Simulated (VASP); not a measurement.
# Rb4As (Pm-3m) in VASP: a series of runs

The runs below take Rb4As through single point, relaxation of cell and atoms, with PBE.

Program: VASP 6.6.1. These are calculated values, not measurements. Logs are shortened: lines on timing, memory, paths and dates and some standing lists are left out, and cuts for length are marked.

**1. The cell of the first run**

Symmetry: Pm-3m, No. 221, cubic system. Conventional cell: a = 6.888 Å, b = 6.888 Å, c = 6.888 Å, α = 90.00°, β = 90.00°, γ = 90.00°. Rb (site symmetry 4/mmm) has 2 As at 3.44 Å within 4.5 Å. Within 4.5 Å of As (site symmetry m-3m) lie 6 Rb at 3.44 Å.

**2. Single point, PBE**

Input file INCAR:

```
SYSTEM = Rb4As
ALGO = Fast
EDIFF = 1E-6
ENCUT = 520
GGA = PE
ISIF = 2
ISMEAR = 0
LASPH = .True.
LCHARG = .True.
LELF = .True.
LREAL = .False.
LVHAR = .True.
LWAVE = .False.
NBANDS = 28
NELM = 80
PREC = Accurate
SIGMA = 0.1
```

Input file KPOINTS:

```
k-points
0
Gamma
  4 4 4
  0 0 0
```

Input file POSCAR:

```
Rb4As
1.0
    6.8875319069      0.0000000000      0.0000000000
    0.0000000000      6.8875319069      0.0000000000
    0.0000000000      0.0000000000      6.8875319069
Rb As
4 1
Direct
    0.5000000000      0.0000000000      0.0000000000
    0.0000000000      0.5000000000      0.0000000000
    0.0000000000      0.0000000000      0.5000000000
    0.5000000000      0.5000000000      0.5000000000
    0.0000000000      0.0000000000      0.0000000000
```

Potentials or basis: VASP PAW PBE potentials, release 64 (Rb_sv, As).

Started as:

```
> cat potpaw_PBE.64/Rb_sv/POTCAR potpaw_PBE.64/As/POTCAR > POTCAR
> mpirun -np 1 vasp_std > vasp.out
```

OUTCAR:

```text
SYSTEM = Rb4As
   EDIFF = 1E-6
   ENCUT = 520
   GGA = PE
   ISIF = 2
   ISMEAR = 0
   LASPH = .True.
   LREAL = .False.
   NELM = 80
   PREC = Accurate

 ion  position               nearest neighbor table
   1  0.500  0.000  0.000-   5 3.44   5 3.44   4 4.87   2 4.87   3 4.87   4 4.87   2 4.87   4 4.87
                             4 4.87   2 4.87   3 4.87   3 4.87   3 4.87   2 4.87
   2  0.000  0.500  0.000-   5 3.44   5 3.44   4 4.87   1 4.87   3 4.87   4 4.87   1 4.87   3 4.87
                             3 4.87   3 4.87   1 4.87   4 4.87   4 4.87   1 4.87
   3  0.000  0.000  0.500-   5 3.44   5 3.44   4 4.87   1 4.87   1 4.87   2 4.87   2 4.87   2 4.87
                             4 4.87   2 4.87   1 4.87   4 4.87   1 4.87   4 4.87
   4  0.500  0.500  0.500-   1 4.87   2 4.87   3 4.87   1 4.87   2 4.87   1 4.87   3 4.87   1 4.87
                             2 4.87   3 4.87   2 4.87   3 4.87
   5  0.000  0.000  0.000-   1 3.44   2 3.44   3 3.44   3 3.44   2 3.44   1 3.44

  LATTYP: Found a simple cubic cell.
 ALAT       =     6.8875319069

  Lattice vectors:

 A1 = (   6.8875319069,   0.0000000000,   0.0000000000)
 A2 = (   0.0000000000,   6.8875319069,   0.0000000000)
 A3 = (   0.0000000000,   0.0000000000,   6.8875319069)

Analysis of symmetry for initial positions (statically):
=====================================================================
 Subroutine PRICEL returns:
 Original cell was already a primitive cell.

 Routine SETGRP: Setting up the symmetry group for a
 simple cubic supercell.

 Subroutine GETGRP returns: Found 48 space group operations
 (whereof 48 operations were pure point group operations)
 out of a pool of 48 trial point group operations.

The static configuration has the point symmetry O_h .

Analysis of symmetry for dynamics (positions and initial velocities):
=====================================================================
 Subroutine PRICEL returns:
 Original cell was already a primitive cell.

 Routine SETGRP: Setting up the symmetry group for a
 simple cubic supercell.

 Subroutine GETGRP returns: Found 48 space group operations
 (whereof 48 operations were pure point group operations)
 out of a pool of 48 trial point group operations.

The dynamic configuration has the point symmetry O_h .

 Subroutine INISYM returns: Found 48 space group operations
 (whereof 48 operations are pure point group operations),
 and found     1 'primitive' translations

----------------------------------------------------------------------------------------

                                     Primitive cell

  volume of cell :     326.7314

  direct lattice vectors                    reciprocal lattice vectors
     6.887531907  0.000000000  0.000000000     0.145189890  0.000000000  0.000000000
     0.000000000  6.887531907  0.000000000     0.000000000  0.145189890  0.000000000
     0.000000000  0.000000000  6.887531907     0.000000000  0.000000000  0.145189890

  length of vectors
     6.887531907  6.887531907  6.887531907     0.145189890  0.145189890  0.145189890

  position of ions in fractional coordinates (direct lattice)
     0.500000000  0.000000000  0.000000000
     0.000000000  0.500000000  0.000000000
     0.000000000  0.000000000  0.500000000
     0.500000000  0.500000000  0.500000000
     0.000000000  0.000000000  0.000000000

  ion indices of the primitive-cell ions
   primitive index   ion index
                 1           1
                 2           2
                 3           3
                 4           4
                 5           5

----------------------------------------------------------------------------------------

 KPOINTS: k-points

Automatic generation of k-mesh.
 Grid dimensions read from file:
 generate k-points for:    4    4    4

 Generating k-lattice:

  Cartesian coordinates                     Fractional coordinates (reciprocal lattice)
     0.036297473  0.000000000  0.000000000     0.250000000  0.000000000  0.000000000
     0.000000000  0.036297473  0.000000000     0.000000000  0.250000000  0.000000000
     0.000000000  0.000000000  0.036297473     0.000000000  0.000000000  0.250000000

  Length of vectors
     0.036297473  0.036297473  0.036297473

  Shift w.r.t. Gamma in fractional coordinates (k-lattice)
     0.000000000  0.000000000  0.000000000

 Subroutine IBZKPT returns following result:
 ===========================================

 Found     10 irreducible k-points:

 Following reciprocal coordinates:
            Coordinates               Weight
  0.000000  0.000000  0.000000      1.000000
  0.250000  0.000000  0.000000      6.000000
  0.500000  0.000000  0.000000      3.000000
  0.250000  0.250000  0.000000     12.000000
  0.500000  0.250000  0.000000     12.000000
  0.500000  0.500000  0.000000      3.000000
  0.250000  0.250000  0.250000      8.000000
  0.500000  0.250000  0.250000     12.000000
  0.500000  0.500000  0.250000      6.000000
  0.500000  0.500000  0.500000      1.000000
   k-points           NKPTS =     10   k-points in BZ     NKDIM =     10   number of bands    NBANDS=     28
   number of dos      NEDOS =    301   number of ions     NIONS =      5
   total plane-waves  NPLWV = 157464
   dimension x,y,z NGX =    54 NGY =   54 NGZ =   54
   dimension x,y,z NGXF=   108 NGYF=  108 NGZF=  108
   ions per type =               4   1
   NGX,Y,Z   is equivalent  to a cutoff of  13.03, 13.03, 13.03 a.u.
   NGXF,Y,Z  is equivalent  to a cutoff of  26.07, 26.07, 26.07 a.u.
 SYSTEM =  Rb4As
   PREC   = accura    normal or accurate (medium, high low for compatibility)
   ISTART =      0    job   : 0-new  1-cont  2-samecut
   ICHARG =      2    charge: 1-file 2-atom 10-const
   ISPIN  =      1    spin polarized calculation?
   LNONCOLLINEAR =      F non collinear calculations
   LSORBIT =      F    spin-orbit coupling
   LASPH  =      T    aspherical Exc in radial PAW
   ENCUT  =  520.0 eV  38.22 Ry    6.18 a.u.  12.81 12.81 12.81*2*pi/ulx,y,z
   NELM   =     80;   NELMIN=  2; NELMDL= -5     # of ELM steps
   EDIFF  = 0.1E-05   stopping-criterion for ELM
   LREAL  =      F    real-space projection
   EDIFFG = 0.1E-04   stopping-criterion for IOM
   NSW    =      0    number of steps for IOM
   IBRION =     -1    ionic relax: 0-MD 1-quasi-New 2-CG
   NFREE  =      0    steps in history (QN), initial steepest desc. (CG)
   ISIF   =      2    stress and relaxation
   ISYM   =      2    0-nonsym 1-usesym 2-fastsym
   POTIM  = 0.5000    time-step for ionic-motion
   TEBEG  =    0.0;   TEEND  =   0.0 temperature during run
   PSTRESS=    0.0 pullay stress
   NELECT =      41.0000    total number of electrons
   NUPDOWN=      -1.0000    fix difference up-down
   EMIN   =  10.00;   EMAX   =-10.00  energy-range for DOS
   EFERMI =   0.00;   METHOD = LEGACY
   ISMEAR =     0;   SIGMA  =   0.10  broadening in eV -4-tet -1-fermi 0-gaus
   EFERMI_NEDOS =   21; number of points for ismear=-14 and -15
   IALGO  =     68    algorithm
   IMIX   =      4    mixing-type and parameters
     AMIX     =   0.40;   BMIX     =  1.00
     AMIX_MAG =   1.60;   BMIX_MAG =  1.00
  volume/ion in A,a.u.               =      65.35       440.98
  Fermi-wavevector in a.u.,A,eV,Ry     =   0.819607  1.548833  9.139797  0.671756
  Thomas-Fermi vector in A             =   1.930442
   LORBIT       =      0    0 simple, 1 ext, 2 COOP (PROOUT), +10 PAW based schemes
   GGA     = PE    functional components
   LHFCALC =     F    Hartree Fock is set to
   AEXX    =    0.0000 exact exchange contribution
   IVDW    =     0    specifies the selected vdW correction
   LEPSILON=     F    determine dielectric tensor
   LRPA    =     F    only Hartree local field effects (RPA)
 non-spin polarized calculation
 RMM-DIIS sequential band-by-band and
 Gauss-broadening in eV      SIGMA  =   0.10
  energy-cutoff  :      520.00
  volume of cell :      326.73
 maximum number of plane-waves:      8836
 NGX is ok and might be reduce to    54
   NGX = 25   NGY = 25   NGZ = 25

 number of electron      41.0000001 magnetization

 Free energy of the ion-electron system (eV)
  ---------------------------------------------------
  ext. energy  EPLUGINS =         0.00000000
  ---------------------------------------------------
  free energy    TOTEN  =        -8.89849039 eV

  energy without entropy =       -8.85906489  energy(sigma->0) =       -8.87877764

 E-fermi :   0.2533     XC(G=0):  -6.0379

 val. band max:        0.2358687753   @ k =   0.5000   0.0000   0.0000
 cond. band min:       0.2669611661   @ k =   0.2500   0.2500   0.2500
 fundamental gap:      0.0310923908
 Fermi energy:         0.2533268302

 k-point     1 :       0.0000    0.0000    0.0000
  band No.  band energies     occupation
      1     -29.1095      2.00000
      2     -27.5319      2.00000
      3     -27.5247      2.00000
      4     -27.5247      2.00000
      5     -13.1898      2.00000
      6     -13.1898      2.00000
[... 20 lines left out ...]
     27       3.0425      0.00000
     28       3.0425      0.00000

 k-point     2 :       0.2500    0.0000    0.0000
  band No.  band energies     occupation
      1     -29.1094      2.00000
      2     -27.5310      2.00000
      3     -27.5256      2.00000
      4     -27.5247      2.00000
      5     -13.1899      2.00000
      6     -13.1895      2.00000
[... 20 lines left out ...]
     27       2.6982      0.00000
     28       3.0972      0.00000

 k-point     3 :       0.5000    0.0000    0.0000
  band No.  band energies     occupation
      1     -29.1094      2.00000
      2     -27.5295      2.00000
      3     -27.5271      2.00000
      4     -27.5247      2.00000
      5     -13.1900      2.00000
      6     -13.1892      2.00000
[... 182 lines left out ...]
      3     -27.5271      2.00000
      4     -27.5271      2.00000
      5     -13.1911      2.00000
      6     -13.1911      2.00000
[... 20 lines left out ...]
     27       2.3282      0.00000
     28       3.6666      0.00000

 k-point    10 :       0.5000    0.5000    0.5000
  band No.  band energies     occupation
      1     -29.1094      2.00000
      2     -27.5271      2.00000
      3     -27.5271      2.00000
      4     -27.5271      2.00000
      5     -13.1915      2.00000
      6     -13.1915      2.00000
[... 20 lines left out ...]
     27       2.1232      0.00000
     28       4.3340      0.00000

------------------------ aborting loop because EDIFF is reached ----------------------------------------

  FORCE on cell =-STRESS in cart. coord.  units (eV):
  Direction    XX          YY          ZZ          XY          YZ          ZX
  --------------------------------------------------------------------------------------
  -------------------------------------------------------------------------------------
  Total        0.5459468      0.5459468      0.5459468      0.0000000      0.0000000      0.0000000
  in kB        2.6771338      2.6771338      2.6771338      0.0000000      0.0000000      0.0000000
  external PRESSURE =       2.6771338 kB  Pullay stress =       0.0000000 kB

 VOLUME and BASIS-vectors are now :
 -----------------------------------------------------------------------------
  energy-cutoff  :      520.00
  volume of cell :      326.73
      direct lattice vectors                 reciprocal lattice vectors
     6.887531907  0.000000000  0.000000000     0.145189890  0.000000000  0.000000000
     0.000000000  6.887531907  0.000000000     0.000000000  0.145189890  0.000000000
     0.000000000  0.000000000  6.887531907     0.000000000  0.000000000  0.145189890

 POSITION                                       TOTAL-FORCE (eV/Angst)
 -----------------------------------------------------------------------------------
      3.44377      0.00000      0.00000         0.000000      0.000000      0.000000
      0.00000      3.44377      0.00000         0.000000      0.000000      0.000000
      0.00000      0.00000      3.44377         0.000000      0.000000      0.000000
      3.44377      3.44377      3.44377         0.000000      0.000000      0.000000
      0.00000      0.00000      0.00000         0.000000      0.000000      0.000000
 -----------------------------------------------------------------------------------
    total drift:                                0.000000     -0.000000      0.000000

  FREE ENERGIE OF THE ION-ELECTRON SYSTEM (eV)
  ---------------------------------------------------
  free  energy   TOTEN  =        -8.8984903949 eV

  energy  without entropy=       -8.8590648924  energy(sigma->0) =       -8.87877764
```

Run time: 6.4 min. Hardware: 1 thread of Oxide Virtual Turin-like, shared host; peak memory 0.38 GiB.

What came out:

| Property | Result |
| --- | --- |
| Free energy | -8.8985 eV |
| Pressure | 0.3 GPa |

Levels at points of the mesh, in eV from the Fermi level:
```tsv
k point	band 16	band 17	band 18	band 19	band 20	band 21	band 22	band 23	band 24	band 25
(0.00, 0.00, 0.00)	-11.74	-8.73	-1.34	-0.11	-0.11	-0.11	0.93	0.93	2.20	2.20
(0.50, 0.00, 0.00)	-11.74	-8.60	-1.27	-0.17	-0.17	-0.02	0.12	1.43	2.06	2.06
(0.50, 0.50, 0.00)	-11.69	-8.47	-1.00	-1.00	-0.21	-0.07	1.01	1.01	1.25	2.29
(0.50, 0.50, 0.50)	-11.69	-8.35	-0.99	-0.99	-0.99	0.30	1.10	1.10	1.10	1.87
```

**3. Relaxation of cell and atoms, PBE**

This run uses another cell than the first one, of 38.17 Å³/atom, 0.584 times its volume.

Input file INCAR:

```
SYSTEM = Rb4As
ALGO = Fast ; EDIFF = 1E-6
EDIFFG = -0.04 ; ENCUT = 600
GGA = PE ; IBRION = 2
ISIF = 3 ; ISMEAR = 0
LASPH = .TRUE. ; LCHARG = .FALSE.
LREAL = .FALSE. ; LWAVE = .FALSE.
NELM = 60 ; NSW = 90
PREC = Accurate ; SIGMA = 0.1
```

Input file KPOINTS:

```
k-points
0
G
  4 4 4
  0 0 0
```

POSCAR: that of step 2 with these lines changed.

```diff
@@ -2,5 +2,5 @@
 1.0
-    6.8875319069      0.0000000000      0.0000000000
-    0.0000000000      6.8875319069      0.0000000000
-    0.0000000000      0.0000000000      6.8875319069
+    5.7576024300      0.0000000000      0.0000000000
+    0.0000000000      5.7576024300      0.0000000000
+    0.0000000000      0.0000000000      5.7576024300
 Rb As
```

Potentials or basis: VASP PAW PBE potentials, release 64 (Rb_sv, As).

Started as:

```
> cat potpaw_PBE.64/Rb_sv/POTCAR potpaw_PBE.64/As/POTCAR > POTCAR
> mpirun -np 1 vasp_std > vasp.out
```

Run time: 15 min. Hardware: 1 thread of Oxide Virtual Turin-like, shared host; peak memory 0.32 GiB.

The run converged. Its results:

```
Free energy                            : -8.9010 eV
Relaxed volume                         : 68.91 Å³/atom
Relaxed cell                           : a = 7.011 Å, b = 7.011 Å, c = 7.011 Å, α = 90.00°, β = 90.00°, γ = 90.00°
Space group after relaxing (to 0.05 Å) : Pm-3m (No. 221)
Energy gained by relaxing              : 657.7 meV/atom
Ionic steps                            : 5
Pressure after relaxing                : -0.1 GPa
```

Step by step:
```csv
step,energy change (eV),largest force (eV/Å),pressure (GPa),volume (Å³)
1,0.0000,0.0000,11.41,190.86
2,-2.9586,0.0000,1.99,276.20
3,-3.2316,0.0000,0.70,309.98
4,-3.1889,0.0000,-0.62,385.58
5,-3.2887,0.0000,-0.09,344.57
```

Final structure:
```
CELL_PARAMETERS angstrom
7.01064 0.00000 0.00000
0.00000 7.01064 0.00000
0.00000 0.00000 7.01064
ATOMIC_POSITIONS crystal
Rb 0.50000 0.00000 0.00000
Rb 0.00000 0.50000 0.00000
Rb 0.00000 0.00000 0.50000
Rb 0.50000 0.50000 0.50000
As 0.00000 0.00000 0.00000
```

Levels at points of the mesh, in eV from the Fermi level:
```tsv
k point	band 16	band 17	band 18	band 19	band 20	band 21	band 22	band 23	band 24
(0.00, 0.00, 0.00)	-11.79	-8.70	-1.30	-0.13	-0.13	-0.13	1.00	1.00	2.22
(0.50, 0.00, 0.00)	-11.79	-8.59	-1.22	-0.17	-0.17	-0.02	0.13	1.44	2.02
(0.50, 0.50, 0.00)	-11.75	-8.49	-0.95	-0.95	-0.21	-0.08	0.99	0.99	1.23
(0.50, 0.50, 0.50)	-11.75	-8.39	-0.92	-0.92	-0.92	0.30	1.05	1.81	1.84
```

Caveat: the volume moved by over 15 % at a fixed basis, so the end points are rough.
